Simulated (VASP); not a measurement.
Set up this calculation in VASP 6.6.1, as the native input.

- Task: single point
- Functional: LDA
- Potentials or basis: VASP PAW LDA potentials, release 64 (B)
- Cutoff: 520 eV
- k mesh: 6 × 6 × 6
- Occupations: fermi-dirac, width 0.1 eV
- Spin: no spin polarisation
- Dipole correction: no
- Further INCAR settings: ALGO = Normal; EDIFF = 1e-07; NBANDS = 8

The structure of B lies in POSCAR:

```
B
1.0
    4.1200000000      0.0000000000      0.0000000000
    0.0000000000      4.1200000000      0.0000000000
    0.0000000000      0.0000000000      4.1200000000
B
1
Direct
    0.5000000000      0.5000000000      0.5000000000
```

These files were run (other wordings do the same):

INCAR

```
PREC = Accurate ; ENCUT = 520
EDIFF = 1E-7 ; ISMEAR = -1
SIGMA = 0.1 ; LREAL = F
LASPH = T ; NELM = 80
ALGO = Normal ; ISIF = 2
LWAVE = F ; LCHARG = F
GGA = CA ; NBANDS = 8
```

KPOINTS

```
regular mesh
0
Gamma
  6 6 6
```

Potentials or basis: VASP PAW LDA potentials, release 64 (B).

The run is started by

```bash
$ cat potpaw_LDA.64/B/POTCAR > POTCAR
$ mpirun -np 1 vasp_std > vasp.out
```

It gave:

| Quantity | Value |
| --- | --- |
| Pressure | -2.4 GPa |

It took 5.4 s on 1 thread of Intel(R) Xeon(R) Platinum 8259CL CPU @ 2.50GHz (Skylake/Cascade Lake) (shared host), peak memory 0.14 GiB.
